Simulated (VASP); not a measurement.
TiC, 2 atoms in the cell. Symmetry: I4/mmm, No. 139, tetragonal system. Conventional cell: a = 3.060 Å, b = 3.060 Å, c = 4.393 Å, α = 90.00°, β = 90.00°, γ = 90.00°. Within 2.9 Å of Ti (site symmetry 4/mmm) lie 6 C at 2.16 to 2.20 Å. Within 2.9 Å of C (site symmetry 4/mmm) lie 6 Ti at 2.16 to 2.20 Å.  This cell differs from its parent crystal: strain +0.000 along x and y, +0.015 along z.

- Program: VASP 6.6.1
- Task: single point
- Functional: r2SCAN
- Potentials or basis: VASP PAW PBE potentials, release 64 (Ti_sv, C)
- Cutoff: 520 eV
- k mesh: 18 × 18 × 18
- Occupations: gaussian, width 0.15 eV
- Spin: no spin polarisation
- Dipole correction: no
- Further INCAR settings: ALGO = Normal; EDIFF = 1e-06; NBANDS = 15

Potentials or basis: VASP PAW PBE potentials, release 64 (Ti_sv, C).

Command:

```sh
$ cat potpaw_PBE.64/Ti_sv/POTCAR potpaw_PBE.64/C/POTCAR > POTCAR
$ cp INCAR.step1 INCAR
$ mpirun -np 1 vasp_std > vasp.out
$ cp INCAR.step2 INCAR
$ mpirun -np 1 vasp_std > vasp.out
```

Hardware: 1 thread of Intel(R) Xeon(R) 6975P-C (Granite Rapids), with other jobs on the host.

Task: How long does it take, and how much memory?

Result: Run time: 2.6 min on 1 thread of Intel(R) Xeon(R) 6975P-C (Granite Rapids), on a shared host, peak memory 0.26 GiB. Counts: k points 480.
